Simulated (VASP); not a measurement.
# W (Fm-3m) in VASP: further runs

W is run at these levels: PBE; tasks: single point.

Program: VASP 6.6.1. These are calculated values, not measurements. Logs are shortened: lines on timing, memory, paths and dates and some standing lists are left out, and cuts for length are marked.

**1. The cell of the first run**

It takes space group Fm-3m (No. 225, cubic). Conventional cell: a = 4.060 Å, b = 4.060 Å, c = 4.060 Å, α = 90.00°, β = 90.00°, γ = 90.00°. Within 3.8 Å of W (site symmetry m-3m) lie 12 W at 2.87 Å.

**2. Single point, PBE**

File INCAR:

```
ALGO     = Normal         # electronic algorithm
EDIFF    = 1E-7           # SCF threshold, eV
ENCUT    = 520            # plane-wave cutoff, eV
GGA      = PE             # functional
ISIF     = 2              # what is computed and relaxed
ISMEAR   = -1             # smearing method
LASPH    = T              # aspherical terms in the spheres
LCHARG   = T              # write CHGCAR
LELF     = T              # ELF
LREAL    = F              # projectors in reciprocal space
LVHAR    = T            
LWAVE    = F              # write WAVECAR
NBANDS   = 13             # bands
NELM     = 100            # most SCF steps
PREC     = Accurate       # precision mode
SIGMA    = 0.1            # smearing width, eV
```

File KPOINTS:

```
k-points
0
Gamma
  3 3 3
```

File POSCAR:

```
W
1.0
    0.0000000000      2.0300000000      2.0300000000
    2.0300000000      0.0000000000      2.0300000000
    2.0300000000      2.0300000000      0.0000000000
W
1
Direct
    0.0000000000      0.0000000000      0.0000000000
```

Potentials or basis: VASP PAW PBE potentials, release 64 (W_sv).

Run with:

```console
$ cat potpaw_PBE.64/W_sv/POTCAR > POTCAR
$ mpirun -np 1 vasp_std > vasp.out
```

OUTCAR:

```text
EDIFF = 1E-7
   ENCUT = 520
   GGA = PE
   ISIF = 2
   ISMEAR = -1
   LASPH = T
   LREAL = F
   NELM = 100
   PREC = Accurate

 ion  position               nearest neighbor table
   1  0.000  0.000  0.000-

  LATTYP: Found a face centered cubic cell.
 ALAT       =     4.0600000000

  Lattice vectors:

 A1 = (   0.0000000000,   2.0300000000,   2.0300000000)
 A2 = (   2.0300000000,   0.0000000000,   2.0300000000)
 A3 = (   2.0300000000,   2.0300000000,   0.0000000000)

Analysis of symmetry for initial positions (statically):
=====================================================================
 Subroutine PRICEL returns:
 Original cell was already a primitive cell.

 Routine SETGRP: Setting up the symmetry group for a
 face centered cubic supercell.

 Subroutine GETGRP returns: Found 48 space group operations
 (whereof 48 operations were pure point group operations)
 out of a pool of 48 trial point group operations.

The static configuration has the point symmetry O_h .

Analysis of symmetry for dynamics (positions and initial velocities):
=====================================================================
 Subroutine PRICEL returns:
 Original cell was already a primitive cell.

 Routine SETGRP: Setting up the symmetry group for a
 face centered cubic supercell.

 Subroutine GETGRP returns: Found 48 space group operations
 (whereof 48 operations were pure point group operations)
 out of a pool of 48 trial point group operations.

The dynamic configuration has the point symmetry O_h .

 Subroutine INISYM returns: Found 48 space group operations
 (whereof 48 operations are pure point group operations),
 and found     1 'primitive' translations

----------------------------------------------------------------------------------------

                                     Primitive cell

  volume of cell :      16.7309

  direct lattice vectors                    reciprocal lattice vectors
     0.000000000  2.030000000  2.030000000    -0.246305419  0.246305419  0.246305419
     2.030000000  0.000000000  2.030000000     0.246305419 -0.246305419  0.246305419
     2.030000000  2.030000000  0.000000000     0.246305419  0.246305419 -0.246305419

  length of vectors
     2.870853532  2.870853532  2.870853532     0.426613499  0.426613499  0.426613499

  position of ions in fractional coordinates (direct lattice)
     0.000000000  0.000000000  0.000000000

  ion indices of the primitive-cell ions
   primitive index   ion index
                 1           1
[... 57 lines left out ...]
   ISIF   =      2    stress and relaxation
   ISYM   =      2    0-nonsym 1-usesym 2-fastsym
   POTIM  = 0.5000    time-step for ionic-motion
   TEBEG  =    0.0;   TEEND  =   0.0 temperature during run
   PSTRESS=    0.0 pullay stress
   NELECT =      14.0000    total number of electrons
   NUPDOWN=      -1.0000    fix difference up-down
   EMIN   =  10.00;   EMAX   =-10.00  energy-range for DOS
   EFERMI =   0.00;   METHOD = LEGACY
   ISMEAR =    -1;   SIGMA  =   0.10  broadening in eV -4-tet -1-fermi 0-gaus
   EFERMI_NEDOS =   21; number of points for ismear=-14 and -15
   IALGO  =     38    algorithm
   IMIX   =      4    mixing-type and parameters
     AMIX     =   0.40;   BMIX     =  1.00
     AMIX_MAG =   1.60;   BMIX_MAG =  1.00
  volume/ion in A,a.u.               =      16.73       112.91
  Fermi-wavevector in a.u.,A,eV,Ry     =   1.542688  2.915258 32.380324  2.379887
  Thomas-Fermi vector in A             =   2.648457
   LORBIT       =      0    0 simple, 1 ext, 2 COOP (PROOUT), +10 PAW based schemes
   GGA     = PE    functional components
   LHFCALC =     F    Hartree Fock is set to
   AEXX    =    0.0000 exact exchange contribution
   IVDW    =     0    specifies the selected vdW correction
   LEPSILON=     F    determine dielectric tensor
   LRPA    =     F    only Hartree local field effects (RPA)
 non-spin polarized calculation
  energy-cutoff  :      520.00
  volume of cell :       16.73
 maximum number of plane-waves:       459
 NGX is ok and might be reduce to    24
   NGX = 11   NGY = 11   NGZ = 11

 number of electron      14.0000002 magnetization

 Free energy of the ion-electron system (eV)
  ---------------------------------------------------
  ext. energy  EPLUGINS =         0.00000000
  ---------------------------------------------------
  free energy    TOTEN  =       -12.13723753 eV

  energy without entropy =      -12.07054262  energy(sigma->0) =      -12.10389008

 E-fermi :  10.0163     XC(G=0): -13.3236

 val. band max:        9.8696395640   @ k =   0.3333   0.0000   0.0000
 cond. band min:      10.3870511453   @ k =   0.3333   0.3333   0.0000
 fundamental gap:      0.5174115814
 Fermi energy:        10.0162798749

 k-point     1 :       0.0000    0.0000    0.0000
  band No.  band energies     occupation
      1     -63.4219      2.00000
      2     -27.0870      2.00000
      3     -27.0870      2.00000
      4     -27.0870      2.00000
      5       1.3362      2.00000
      6       9.7142      1.90698
      7       9.7142      1.90698
      8       9.7142      1.90698
      9      12.7603      0.00000
     10      12.7603      0.00000
     11      22.9930      0.00000
     12      28.1052      0.00000
     13      28.1052      0.00000
[... 34 lines left out ...]
  band No.  band energies     occupation
      1     -63.3002      2.00000
      2     -27.8176      2.00000
      3     -27.8097      2.00000
      4     -27.3437      2.00000
      5       6.5749      2.00000
      6       7.5049      2.00000
      7       9.2010      1.99942
      8      11.9973      0.00000
      9      14.0715      0.00000
     10      17.0788      0.00000
     11      22.3825      0.00000
     12      23.0325      0.00000
     13      28.3077      0.00000

------------------------ aborting loop because EDIFF is reached ----------------------------------------

  FORCE on cell =-STRESS in cart. coord.  units (eV):
  Direction    XX          YY          ZZ          XY          YZ          ZX
  --------------------------------------------------------------------------------------
  -------------------------------------------------------------------------------------
  Total        0.1950507      0.1950507      0.1950507      0.0000000      0.0000000     -0.0000000
  in kB       18.6784147     18.6784147     18.6784147      0.0000000      0.0000000     -0.0000000
  external PRESSURE =      18.6784147 kB  Pullay stress =       0.0000000 kB

 VOLUME and BASIS-vectors are now :
 -----------------------------------------------------------------------------
  energy-cutoff  :      520.00
  volume of cell :       16.73
      direct lattice vectors                 reciprocal lattice vectors
     0.000000000  2.030000000  2.030000000    -0.246305419  0.246305419  0.246305419
     2.030000000  0.000000000  2.030000000     0.246305419 -0.246305419  0.246305419
     2.030000000  2.030000000  0.000000000     0.246305419  0.246305419 -0.246305419

 POSITION                                       TOTAL-FORCE (eV/Angst)
 -----------------------------------------------------------------------------------
      0.00000      0.00000      0.00000        -0.000000      0.000000      0.000000
 -----------------------------------------------------------------------------------
    total drift:                               -0.000000      0.000000      0.000000

  FREE ENERGIE OF THE ION-ELECTRON SYSTEM (eV)
  ---------------------------------------------------
  free  energy   TOTEN  =       -12.1372375319 eV

  energy  without entropy=      -12.0705426249  energy(sigma->0) =      -12.10389008
```

OSZICAR:

```text
N       E                     dE             d eps       ncg     rms          rms(c)
DAV:   1     0.885613902596E+02    0.88561E+02   -0.68796E+03   104   0.118E+03
DAV:   2    -0.112952556378E+02   -0.99857E+02   -0.96320E+02   114   0.319E+02
DAV:   3    -0.127350137145E+02   -0.14398E+01   -0.14373E+01   119   0.384E+01
DAV:   4    -0.127408647701E+02   -0.58511E-02   -0.58510E-02   119   0.265E+00
DAV:   5    -0.127409298974E+02   -0.65127E-04   -0.65127E-04   114   0.255E-01    0.181E+01
DAV:   6    -0.122568716482E+02    0.48406E+00   -0.43013E-01   109   0.856E+00    0.709E+00
DAV:   7    -0.121412288175E+02    0.11564E+00   -0.20144E-01   104   0.543E+00    0.536E-01
DAV:   8    -0.121372295622E+02    0.39993E-02   -0.39637E-03   104   0.754E-01    0.147E-01
DAV:   9    -0.121372413431E+02   -0.11781E-04   -0.43974E-05   134   0.769E-02    0.536E-02
DAV:  10    -0.121372370477E+02    0.42955E-05   -0.64514E-06   104   0.359E-02    0.779E-03
DAV:  11    -0.121372377355E+02   -0.68782E-06   -0.82669E-08    82   0.363E-03    0.888E-04
DAV:  12    -0.121372375099E+02    0.22560E-06   -0.14249E-08    52   0.162E-03    0.152E-04
DAV:  13    -0.121372375319E+02   -0.22032E-07   -0.21026E-09    52   0.663E-04
   1 F= -.12137238E+02 E0= -.12103890E+02  d E =-.666949E-01
```

stdout:

```text
POSCAR found type information on POSCAR W
 POSCAR found :  1 types and       1 ions
 scaLAPACK will be used
 LDA part: xc-table for (Slater+PW92), standard interpolation
 POSCAR, INCAR and KPOINTS ok, starting setup
 FFT: planning ... GRIDC
 FFT: planning ... GRID_SOFT
 FFT: planning ... GRID
 WAVECAR not read
 entering main loop
```

It took 2.7 s on 1 thread of Intel Xeon Platinum 8488C (Sapphire Rapids), shared host; peak memory 0.13 GiB.

Results:

- Free energy: -12.1372 eV
- Pressure: 1.9 GPa
- Band gap on the k mesh: zero (band 7 reaches 10.39 eV, above the bottom of band 8 at 9.71 eV)

Caveat: the k points lie up to 0.89 Å⁻¹ apart; spin-orbit coupling is left out, which moves the levels of the heavy elements.

**3. Single point, PBE**

File INCAR:

```
ALGO     = Normal         # electronic algorithm
EDIFF    = 1E-6           # SCF threshold, eV
ENCUT    = 520            # plane-wave cutoff, eV
GGA      = PE             # functional
ISIF     = 2              # what is computed and relaxed
ISMEAR   = -1             # smearing method
LASPH    = T              # aspherical terms in the spheres
LCHARG   = F              # write CHGCAR
LREAL    = F              # projectors in reciprocal space
LWAVE    = F              # write WAVECAR
NBANDS   = 13             # bands
NELM     = 80             # most SCF steps
PREC     = Accurate       # precision mode
SIGMA    = 0.1            # smearing width, eV
```

File KPOINTS:

```
k-points
0
Gamma
  4 4 4
```

POSCAR is that of step 2.

Potentials or basis: VASP PAW PBE potentials, release 64 (W_sv).

Run with:

```console
$ cat potpaw_PBE.64/W_sv/POTCAR > POTCAR
$ mpirun -np 1 vasp_std > vasp.out
```

Run time: 2.3 s. Hardware: 1 thread of Intel Xeon Platinum 8488C (Sapphire Rapids), shared host; peak memory 0.14 GiB.

Results (log left out):

- Free energy: -12.5710 eV
- Pressure: -4.8 GPa
- Band gap on the k mesh: zero (band 7 reaches 13.18 eV, above the bottom of band 8 at 9.72 eV)

Levels at points of the mesh, in eV from the Fermi level:
```
           k point  band 4  band 5  band 6  band 7  band 8  band 9  band 10  band 11
(0.00, 0.00, 0.00)  -37.33   -8.91   -0.52   -0.52   -0.52    2.51     2.51    12.77
(0.50, 0.00, 0.00)  -37.48   -5.49   -0.74   -0.74    0.55    4.93     4.93    10.02
(0.50, 0.50, 0.00)  -37.72   -5.37   -4.38    2.94    4.89    5.64     5.64    11.56
```

Caveat: the k points lie up to 0.67 Å⁻¹ apart; spin-orbit coupling is left out, which moves the levels of the heavy elements.

**4. Single point, PBE**

File INCAR:

```
PREC = Accurate
ENCUT = 520
EDIFF = 1E-6
ISMEAR = -1
SIGMA = 0.1
LREAL = F
LASPH = T
NELM = 80
ALGO = Normal
ISIF = 2
LWAVE = F
LCHARG = T
GGA = PE
LELF = T
LVHAR = T
NBANDS = 13
```

File KPOINTS:

```
Automatic mesh
0
Gamma
  6 6 6
```

POSCAR is that of step 3.

Potentials or basis: VASP PAW PBE potentials, release 64 (W_sv).

Run with:

```console
$ cat potpaw_PBE.64/W_sv/POTCAR > POTCAR
$ mpirun -np 1 vasp_std > vasp.out
```

OUTCAR:

```text
PREC = Accurate
   ENCUT = 520
   EDIFF = 1E-6
   ISMEAR = -1
   LREAL = F
   LASPH = T
   NELM = 80
   ISIF = 2
   GGA = PE

 ion  position               nearest neighbor table
   1  0.000  0.000  0.000-

  LATTYP: Found a face centered cubic cell.
 ALAT       =     4.0600000000

  Lattice vectors:

 A1 = (   0.0000000000,   2.0300000000,   2.0300000000)
 A2 = (   2.0300000000,   0.0000000000,   2.0300000000)
 A3 = (   2.0300000000,   2.0300000000,   0.0000000000)

Analysis of symmetry for initial positions (statically):
=====================================================================
 Subroutine PRICEL returns:
 Original cell was already a primitive cell.

 Routine SETGRP: Setting up the symmetry group for a
 face centered cubic supercell.

 Subroutine GETGRP returns: Found 48 space group operations
 (whereof 48 operations were pure point group operations)
 out of a pool of 48 trial point group operations.

The static configuration has the point symmetry O_h .

Analysis of symmetry for dynamics (positions and initial velocities):
=====================================================================
 Subroutine PRICEL returns:
 Original cell was already a primitive cell.

 Routine SETGRP: Setting up the symmetry group for a
 face centered cubic supercell.

 Subroutine GETGRP returns: Found 48 space group operations
 (whereof 48 operations were pure point group operations)
 out of a pool of 48 trial point group operations.

The dynamic configuration has the point symmetry O_h .

 Subroutine INISYM returns: Found 48 space group operations
 (whereof 48 operations are pure point group operations),
 and found     1 'primitive' translations

----------------------------------------------------------------------------------------

                                     Primitive cell

  volume of cell :      16.7309

  direct lattice vectors                    reciprocal lattice vectors
[... 102 lines left out ...]
   LHFCALC =     F    Hartree Fock is set to
   AEXX    =    0.0000 exact exchange contribution
   IVDW    =     0    specifies the selected vdW correction
   LEPSILON=     F    determine dielectric tensor
   LRPA    =     F    only Hartree local field effects (RPA)
 non-spin polarized calculation
  energy-cutoff  :      520.00
  volume of cell :       16.73
 maximum number of plane-waves:       464
 NGX is ok and might be reduce to    24
   NGX = 11   NGY = 11   NGZ = 11

 number of electron      14.0000002 magnetization

 Free energy of the ion-electron system (eV)
  ---------------------------------------------------
  ext. energy  EPLUGINS =         0.00000000
  ---------------------------------------------------
  free energy    TOTEN  =       -12.44150460 eV

  energy without entropy =      -12.38926681  energy(sigma->0) =      -12.41538571

 E-fermi :  10.3532     XC(G=0): -13.3255

 val. band max:       10.1059906885   @ k =   0.1667   0.0000   0.0000
 cond. band min:      10.3774799799   @ k =   0.3333   0.3333   0.0000
 fundamental gap:      0.2714892914
 Fermi energy:        10.3532489936

 k-point     1 :       0.0000    0.0000    0.0000
  band No.  band energies     occupation
      1     -63.4622      2.00000
      2     -27.1194      2.00000
      3     -27.1194      2.00000
      4     -27.1194      2.00000
      5       1.3348      2.00000
      6       9.7010      1.99706
      7       9.7010      1.99706
      8       9.7010      1.99706
      9      12.7426      0.00000
     10      12.7426      0.00000
     11      22.9878      0.00000
     12      28.1090      0.00000
     13      28.1090      0.00000
[... 226 lines left out ...]
  band No.  band energies     occupation
      1     -63.3327      2.00000
      2     -27.9774      2.00000
      3     -27.6688      2.00000
      4     -27.5203      2.00000
      5       6.0194      2.00000
      6       6.9444      2.00000
      7       9.9530      1.96413
      8      12.4853      0.00000
      9      15.8633      0.00000
     10      19.1896      0.00000
     11      20.2710      0.00000
     12      21.5610      0.00000
     13      25.0880      0.00000

------------------------ aborting loop because EDIFF is reached ----------------------------------------

  FORCE on cell =-STRESS in cart. coord.  units (eV):
  Direction    XX          YY          ZZ          XY          YZ          ZX
  --------------------------------------------------------------------------------------
  -------------------------------------------------------------------------------------
  Total       -0.3893990     -0.3893990     -0.3893990      0.0000000     -0.0000000      0.0000000
  in kB      -37.2895670    -37.2895670    -37.2895670      0.0000000     -0.0000000      0.0000000
  external PRESSURE =     -37.2895670 kB  Pullay stress =       0.0000000 kB

 VOLUME and BASIS-vectors are now :
 -----------------------------------------------------------------------------
  energy-cutoff  :      520.00
  volume of cell :       16.73
      direct lattice vectors                 reciprocal lattice vectors
     0.000000000  2.030000000  2.030000000    -0.246305419  0.246305419  0.246305419
     2.030000000  0.000000000  2.030000000     0.246305419 -0.246305419  0.246305419
     2.030000000  2.030000000  0.000000000     0.246305419  0.246305419 -0.246305419

 POSITION                                       TOTAL-FORCE (eV/Angst)
 -----------------------------------------------------------------------------------
      0.00000      0.00000      0.00000         0.000000      0.000000      0.000000
 -----------------------------------------------------------------------------------
    total drift:                               -0.000000      0.000000     -0.000000

  FREE ENERGIE OF THE ION-ELECTRON SYSTEM (eV)
  ---------------------------------------------------
  free  energy   TOTEN  =       -12.4415046043 eV

  energy  without entropy=      -12.3892668061  energy(sigma->0) =      -12.41538571
```

OSZICAR:

```text
N       E                     dE             d eps       ncg     rms          rms(c)
DAV:   1     0.832536972663E+02    0.83254E+02   -0.73795E+03   416   0.121E+03
DAV:   2    -0.115746930221E+02   -0.94828E+02   -0.91706E+02   461   0.312E+02
DAV:   3    -0.130736546711E+02   -0.14990E+01   -0.14943E+01   446   0.387E+01
DAV:   4    -0.130800133417E+02   -0.63587E-02   -0.63585E-02   466   0.280E+00
DAV:   5    -0.130800751658E+02   -0.61824E-04   -0.61822E-04   461   0.260E-01    0.183E+01
DAV:   6    -0.125624479286E+02    0.51763E+00   -0.45394E-01   446   0.890E+00    0.693E+00
DAV:   7    -0.124453186074E+02    0.11713E+00   -0.19573E-01   431   0.547E+00    0.508E-01
DAV:   8    -0.124415045207E+02    0.38141E-02   -0.37190E-03   421   0.789E-01    0.687E-02
DAV:   9    -0.124415016724E+02    0.28482E-05   -0.83477E-05   497   0.106E-01    0.377E-02
DAV:  10    -0.124415037062E+02   -0.20337E-05   -0.62109E-06   426   0.324E-02    0.829E-03
DAV:  11    -0.124415046043E+02   -0.89810E-06   -0.10800E-07   228   0.427E-03
   1 F= -.12441505E+02 E0= -.12415386E+02  d E =-.522378E-01
```

stdout:

```text
POSCAR found type information on POSCAR W
 POSCAR found :  1 types and       1 ions
 scaLAPACK will be used
 LDA part: xc-table for (Slater+PW92), standard interpolation
 POSCAR, INCAR and KPOINTS ok, starting setup
 FFT: planning ... GRIDC
 FFT: planning ... GRID_SOFT
 FFT: planning ... GRID
 WAVECAR not read
 entering main loop
```

Run time: 3.2 s. Hardware: 1 thread of Intel Xeon Platinum 8488C (Sapphire Rapids), shared host; peak memory 0.13 GiB.

Results:

```yaml
Free_energy: -12.4415 eV
Pressure: -3.7 GPa
Band_gap_on_the_k_mesh: zero (band 7 reaches 13.17 eV, above the bottom of band 8 at 9.70 eV)
```

Levels at points of the mesh, in eV from the Fermi level:
```csv
k point,band 4,band 5,band 6,band 7,band 8,band 9,band 10,band 11
"(0.00, 0.00, 0.00)",-37.47,-9.02,-0.65,-0.65,-0.65,2.39,2.39,12.63
"(0.50, 0.00, 0.00)",-37.62,-5.62,-0.87,-0.87,0.45,4.80,4.80,9.89
"(0.50, 0.50, 0.00)",-37.86,-5.48,-4.52,2.82,4.76,5.50,5.50,11.45
```

Caveat: the k points lie up to 0.45 Å⁻¹ apart; spin-orbit coupling is left out, which moves the levels of the heavy elements.

**5. Summary**

```csv
k mesh,gap on the mesh (eV),pressure (GPa)
3 × 3 × 3,none,1.9
4 × 4 × 4,none,-4.8
6 × 6 × 6,none,-3.7
```

Alike in all rows: task single point; level PBE; potentials or basis VASP PAW PBE potentials, release 64 (W_sv); no spin polarisation; cell as given; cutoff (eV) 520; smearing fermi-dirac 0.1 eV.

Caveats: all runs use coarse meshes; spin-orbit coupling is left out, which moves the levels of the heavy elements.

Absolute energies hang on the potentials; compare differences alone.
